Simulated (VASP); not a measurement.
# SnS (Pnma) in VASP: single point with PBE

Aim: the single point of SnS with PBE.

Program: VASP 6.6.1. These are calculated values, not measurements. Logs are shortened: lines on timing, memory, paths and dates and some standing lists are left out, and cuts for length are marked.

## Step 1: The cell of the first run

It takes space group Pnma (No. 62, orthorhombic). Conventional cell: a = 11.094 Å, b = 3.994 Å, c = 4.213 Å, α = 90.00°, β = 90.00°, γ = 90.00°. Sn (site symmetry m) has 6 S at 2.64 to 3.32 Å and 2 Sn at 3.41 Å within 3.5 Å. Within 3.5 Å of S (site symmetry m) lie 6 Sn at 2.64 to 3.32 Å.

## Step 2: Single point, PBE (23.33 Å³/atom)

File INCAR:

```
  PREC = Accurate
  ENCUT = 500
  EDIFF = 1E-6
  ISMEAR = 0
  SIGMA = 0.02
  LREAL = F
  LASPH = T
  NELM = 120
  ALGO = Normal
  ISIF = 2
  LWAVE = F
  LCHARG = F
  GGA = PE
  NBANDS = 50
  GGA_COMPAT = F
```

File KPOINTS:

```
regular mesh
0
Gamma
  4 8 6
```

File POSCAR:

```
SnS
1.0
   11.0935427245      0.0000000000      0.0000000000
    0.0000000000      3.9935574129      0.0000000000
    0.0000000000      0.0000000000      4.2130515255
Sn S
4 4
Direct
    0.1181107370      0.2500000000      0.1058627273
    0.3818892630      0.7500000000      0.6058627273
    0.6181107370      0.2500000000      0.3941372727
    0.8818892630      0.7500000000      0.8941372727
    0.8537045171      0.2500000000      0.4747054662
    0.6462954829      0.7500000000      0.9747054662
    0.3537045171      0.2500000000      0.0252945338
    0.1462954829      0.7500000000      0.5252945338
```

Potentials or basis: VASP PAW PBE potentials, release 64 (Sn_d, S).

Command:

```sh
cat potpaw_PBE.64/Sn_d/POTCAR potpaw_PBE.64/S/POTCAR > POTCAR
mpirun -np 1 vasp_std > vasp.out
```

OUTCAR:

```text
PREC = Accurate
   ENCUT = 500
   EDIFF = 1E-6
   ISMEAR = 0
   LREAL = F
   LASPH = T
   NELM = 120
   ISIF = 2
   GGA = PE

 ion  position               nearest neighbor table
   1  0.118  0.250  0.106-   7 2.64   8 2.68   8 2.68   8 3.17   8 3.17   4 3.41   4 3.41
   2  0.382  0.750  0.606-   8 2.64   7 2.68   7 2.68   7 3.17   7 3.17   3 3.41   3 3.41
   3  0.618  0.250  0.394-   5 2.64   6 2.68   6 2.68   6 3.17   6 3.17   2 3.41   2 3.41
   4  0.882  0.750  0.894-   6 2.64   5 2.68   5 2.68   5 3.17   5 3.17   1 3.41   1 3.41
   5  0.854  0.250  0.475-   3 2.64   4 2.68   4 2.68   4 3.17   4 3.17
   6  0.646  0.750  0.975-   4 2.64   3 2.68   3 2.68   3 3.17   3 3.17
   7  0.354  0.250  0.025-   1 2.64   2 2.68   2 2.68   2 3.17   2 3.17
   8  0.146  0.750  0.525-   2 2.64   1 2.68   1 2.68   1 3.17   1 3.17

  LATTYP: Found a simple orthorhombic cell.
 ALAT       =     3.9935574129
 B/A-ratio  =     1.0549620526
 C/A-ratio  =     2.7778598321

  Lattice vectors:

 A1 = (   0.0000000000,   3.9935574129,   0.0000000000)
 A2 = (   0.0000000000,   0.0000000000,   4.2130515255)
 A3 = (  11.0935427245,   0.0000000000,   0.0000000000)

Analysis of symmetry for initial positions (statically):
=====================================================================
 Subroutine PRICEL returns:
 Original cell was already a primitive cell.

 Routine SETGRP: Setting up the symmetry group for a
 simple orthorhombic supercell.

 Subroutine GETGRP returns: Found  8 space group operations
 (whereof  2 operations were pure point group operations)
 out of a pool of  8 trial point group operations.

The static configuration has the point symmetry S_2 .
 The point group associated with its full space group is D_2h.

Analysis of symmetry for dynamics (positions and initial velocities):
=====================================================================
 Subroutine PRICEL returns:
 Original cell was already a primitive cell.

 Routine SETGRP: Setting up the symmetry group for a
 simple orthorhombic supercell.

 Subroutine GETGRP returns: Found  8 space group operations
 (whereof  2 operations were pure point group operations)
 out of a pool of  8 trial point group operations.

The dynamic configuration has the point symmetry S_2 .
 The point group associated with its full space group is D_2h.

 Subroutine INISYM returns: Found  8 space group operations
 (whereof  2 operations are pure point group operations),
 and found     1 'primitive' translations

----------------------------------------------------------------------------------------

                                     Primitive cell

  volume of cell :     186.6496

  direct lattice vectors                    reciprocal lattice vectors
    11.093542725  0.000000000  0.000000000     0.090142529  0.000000000  0.000000000
     0.000000000  3.993557413  0.000000000     0.000000000  0.250403311  0.000000000
     0.000000000  0.000000000  4.213051526     0.000000000  0.000000000  0.237357648

  length of vectors
    11.093542725  3.993557413  4.213051526     0.090142529  0.250403311  0.237357648

  position of ions in fractional coordinates (direct lattice)
     0.118110737  0.250000000  0.105862727
     0.381889263  0.750000000  0.605862727
     0.618110737  0.250000000  0.394137273
     0.881889263  0.750000000  0.894137273
     0.853704517  0.250000000  0.474705466
     0.646295483  0.750000000  0.974705466
     0.353704517  0.250000000  0.025294534
     0.146295483  0.750000000  0.525294534

  ion indices of the primitive-cell ions
   primitive index   ion index
                 1           1
                 2           2
                 3           3
                 4           4
                 5           5
                 6           6
                 7           7
                 8           8

----------------------------------------------------------------------------------------

 KPOINTS: regular mesh

Automatic generation of k-mesh.
 Grid dimensions read from file:
 generate k-points for:    4    8    6

 Generating k-lattice:

  Cartesian coordinates                     Fractional coordinates (reciprocal lattice)
     0.022535632  0.000000000  0.000000000     0.250000000  0.000000000  0.000000000
     0.000000000  0.031300414  0.000000000     0.000000000  0.125000000  0.000000000
     0.000000000  0.000000000  0.039559608     0.000000000  0.000000000  0.166666667

  Length of vectors
     0.022535632  0.031300414  0.039559608

  Shift w.r.t. Gamma in fractional coordinates (k-lattice)
     0.000000000  0.000000000  0.000000000

 Subroutine IBZKPT returns following result:
 ===========================================

 Found     60 irreducible k-points:

 Following reciprocal coordinates:
            Coordinates               Weight
  0.000000  0.000000  0.000000      1.000000
  0.250000  0.000000  0.000000      2.000000
  0.500000  0.000000  0.000000      1.000000
  0.000000  0.125000  0.000000      2.000000
  0.250000  0.125000  0.000000      4.000000
  0.500000  0.125000  0.000000      2.000000
[... 16 lines left out ...]
  0.250000  0.250000  0.166667      8.000000
  0.500000  0.250000  0.166667      4.000000
 [... further k-points ...]
   k-points           NKPTS =     60   k-points in BZ     NKDIM =     60   number of bands    NBANDS=     50
   number of dos      NEDOS =    301   number of ions     NIONS =      8
   total plane-waves  NPLWV =  80640
   dimension x,y,z NGX =    84 NGY =   30 NGZ =   32
   dimension x,y,z NGXF=   168 NGYF=   60 NGZF=   64
   ions per type =               4   4
   NGX,Y,Z   is equivalent  to a cutoff of  12.59, 12.49, 12.63 a.u.
   NGXF,Y,Z  is equivalent  to a cutoff of  25.18, 24.98, 25.25 a.u.
 SYSTEM =  unknown system
   PREC   = accura    normal or accurate (medium, high low for compatibility)
   ISTART =      0    job   : 0-new  1-cont  2-samecut
   ICHARG =      2    charge: 1-file 2-atom 10-const
   ISPIN  =      1    spin polarized calculation?
   LNONCOLLINEAR =      F non collinear calculations
   LSORBIT =      F    spin-orbit coupling
   LASPH  =      T    aspherical Exc in radial PAW
   ENCUT  =  500.0 eV  36.75 Ry    6.06 a.u.  20.23  7.28  7.68*2*pi/ulx,y,z
   NELM   =    120;   NELMIN=  2; NELMDL= -5     # of ELM steps
   EDIFF  = 0.1E-05   stopping-criterion for ELM
   LREAL  =      F    real-space projection
   EDIFFG = 0.1E-04   stopping-criterion for IOM
   NSW    =      0    number of steps for IOM
   IBRION =     -1    ionic relax: 0-MD 1-quasi-New 2-CG
   NFREE  =      0    steps in history (QN), initial steepest desc. (CG)
   ISIF   =      2    stress and relaxation
   ISYM   =      2    0-nonsym 1-usesym 2-fastsym
   POTIM  = 0.5000    time-step for ionic-motion
   TEBEG  =    0.0;   TEEND  =   0.0 temperature during run
   PSTRESS=    0.0 pullay stress
   NELECT =      80.0000    total number of electrons
   NUPDOWN=      -1.0000    fix difference up-down
   EMIN   =  10.00;   EMAX   =-10.00  energy-range for DOS
   EFERMI =   0.00;   METHOD = LEGACY
   ISMEAR =     0;   SIGMA  =   0.02  broadening in eV -4-tet -1-fermi 0-gaus
   EFERMI_NEDOS =   21; number of points for ismear=-14 and -15
   IALGO  =     38    algorithm
   IMIX   =      4    mixing-type and parameters
     AMIX     =   0.40;   BMIX     =  1.00
     AMIX_MAG =   1.60;   BMIX_MAG =  1.00
  volume/ion in A,a.u.               =      23.33       157.45
  Fermi-wavevector in a.u.,A,eV,Ry     =   1.234324  2.332534 20.729234  1.523556
  Thomas-Fermi vector in A             =   2.369019
   LORBIT       =      0    0 simple, 1 ext, 2 COOP (PROOUT), +10 PAW based schemes
   GGA     = PE    functional components
   LHFCALC =     F    Hartree Fock is set to
   AEXX    =    0.0000 exact exchange contribution
   IVDW    =     0    specifies the selected vdW correction
   LEPSILON=     F    determine dielectric tensor
   LRPA    =     F    only Hartree local field effects (RPA)
 non-spin polarized calculation
 Gauss-broadening in eV      SIGMA  =   0.02
  energy-cutoff  :      500.00
  volume of cell :      186.65
 maximum number of plane-waves:      4772
 NGX is ok and might be reduce to    84
   NGX = 41   NGY = 15   NGZ = 15

 number of electron      80.0000014 magnetization

 Free energy of the ion-electron system (eV)
  ---------------------------------------------------
  ext. energy  EPLUGINS =         0.00000000
  ---------------------------------------------------
  free energy    TOTEN  =       -35.30800853 eV

  energy without entropy =      -35.30800853  energy(sigma->0) =      -35.30800853

 E-fermi :   6.8377     XC(G=0): -10.0406

 val. band max:        6.6731756847   @ k =   0.5000   0.0000   0.5000
 cond. band min:       7.4163925224   @ k =   0.0000   0.0000   0.0000
 fundamental gap:      0.7432168377
 Fermi energy:         6.8376512359

 k-point     1 :       0.0000    0.0000    0.0000
  band No.  band energies     occupation
      1     -14.6883      2.00000
      2     -14.6704      2.00000
      3     -14.6667      2.00000
      4     -14.6621      2.00000
      5     -14.6546      2.00000
      6     -14.6514      2.00000
[... 42 lines left out ...]
     49      11.7282      0.00000
     50      11.9419      0.00000

 k-point     2 :       0.2500    0.0000    0.0000
  band No.  band energies     occupation
      1     -14.6860      2.00000
      2     -14.6727      2.00000
      3     -14.6676      2.00000
      4     -14.6632      2.00000
      5     -14.6545      2.00000
      6     -14.6511      2.00000
[... 42 lines left out ...]
     49      11.8475      0.00000
     50      11.9109      0.00000

 k-point     3 :       0.5000    0.0000    0.0000
  band No.  band energies     occupation
      1     -14.6799      2.00000
      2     -14.6799      2.00000
      3     -14.6657      2.00000
      4     -14.6657      2.00000
      5     -14.6533      2.00000
      6     -14.6533      2.00000
[... 1102 lines left out ...]
     49      11.1630      0.00000
     50      11.5742      0.00000

 k-point    24 :       0.5000    0.2500    0.1667
  band No.  band energies     occupation
      1     -14.6700      2.00000
      2     -14.6700      2.00000
      3     -14.6624      2.00000
      4     -14.6624      2.00000
      5     -14.6555      2.00000
      6     -14.6555      2.00000
[... 42 lines left out ...]
     49      11.1590      0.00000
     50      11.1590      0.00000

 [... further k-points ...]

------------------------ aborting loop because EDIFF is reached ----------------------------------------

  FORCE on cell =-STRESS in cart. coord.  units (eV):
  Direction    XX          YY          ZZ          XY          YZ          ZX
  --------------------------------------------------------------------------------------
  -------------------------------------------------------------------------------------
  Total        3.5441869      3.5531594      3.5875980      0.0000000      0.0000000      0.0000000
  in kB       30.4228736     30.4998923     30.7955093      0.0000000      0.0000000      0.0000000
  external PRESSURE =      30.5727584 kB  Pullay stress =       0.0000000 kB

 VOLUME and BASIS-vectors are now :
 -----------------------------------------------------------------------------
  energy-cutoff  :      500.00
  volume of cell :      186.65
      direct lattice vectors                 reciprocal lattice vectors
    11.093542725  0.000000000  0.000000000     0.090142529  0.000000000  0.000000000
     0.000000000  3.993557413  0.000000000     0.000000000  0.250403311  0.000000000
     0.000000000  0.000000000  4.213051526     0.000000000  0.000000000  0.237357648

 POSITION                                       TOTAL-FORCE (eV/Angst)
 -----------------------------------------------------------------------------------
      1.31027      0.99839      0.44601        -0.000865     -0.000000     -0.005548
      4.23650      2.99517      2.55253         0.000865     -0.000000     -0.005548
      6.85704      0.99839      1.66052        -0.000865     -0.000000      0.005548
      9.78328      2.99517      3.76705         0.000865      0.000000      0.005548
      9.47061      0.99839      1.99996         0.000927      0.000000     -0.005135
      7.16971      2.99517      4.10648        -0.000927     -0.000000     -0.005135
      3.92384      0.99839      0.10657         0.000927      0.000000      0.005135
      1.62294      2.99517      2.21309        -0.000927      0.000000      0.005135
 -----------------------------------------------------------------------------------
    total drift:                               -0.000000      0.000000      0.000000

  FREE ENERGIE OF THE ION-ELECTRON SYSTEM (eV)
  ---------------------------------------------------
  free  energy   TOTEN  =       -35.3080085317 eV

  energy  without entropy=      -35.3080085317  energy(sigma->0) =      -35.30800853
```

Run time: 12 min. Hardware: 1 thread of Oxide Virtual Turin-like, shared host; peak memory 0.47 GiB.

Results:

```yaml
Free_energy: -35.3080 eV
Pressure: 3.1 GPa
Largest_force: 0.006 eV/Å
Band_gap_on_the_k_mesh: 0.74 eV (least direct gap 1.12 eV)
```

Forces on the atoms (eV/Å):
```
Sn  -0.001  0.000 -0.006
Sn   0.001  0.000 -0.006
Sn  -0.001  0.000  0.006
Sn   0.001  0.000  0.006
S    0.001  0.000 -0.005
S   -0.001  0.000 -0.005
S    0.001  0.000  0.005
S   -0.001  0.000  0.005
```

Levels at points of the mesh, in eV from the valence-band top:
```csv
k point,band 38,band 39,band 40,band 41,band 42,band 43
"(0.00, 0.00, 0.00)",-1.33,-0.83,-0.71,0.74,3.10,3.14
"(0.50, 0.00, 0.00)",-2.27,-0.74,-0.74,2.67,2.67,2.86
"(0.00, 0.50, 0.00)",-1.04,-0.74,-0.74,1.14,1.14,1.76
"(0.50, 0.50, 0.00)",-0.98,-0.98,-0.98,1.62,1.62,1.62
"(0.00, 0.00, 0.50)",-0.94,-0.08,-0.08,1.45,1.45,1.81
"(0.50, 0.00, 0.50)",-0.72,0.00,0.00,1.33,1.33,1.83
"(0.00, 0.50, 0.50)",-2.58,-1.63,-1.63,2.75,2.75,3.00
"(0.50, 0.50, 0.50)",-1.80,-1.80,-1.80,2.57,2.57,2.57
```

Caveat: the cell stands under pressure; semilocal functionals underestimate gaps, and a narrow one can read as zero; spin-orbit coupling is left out, which moves the levels of the heavy elements.
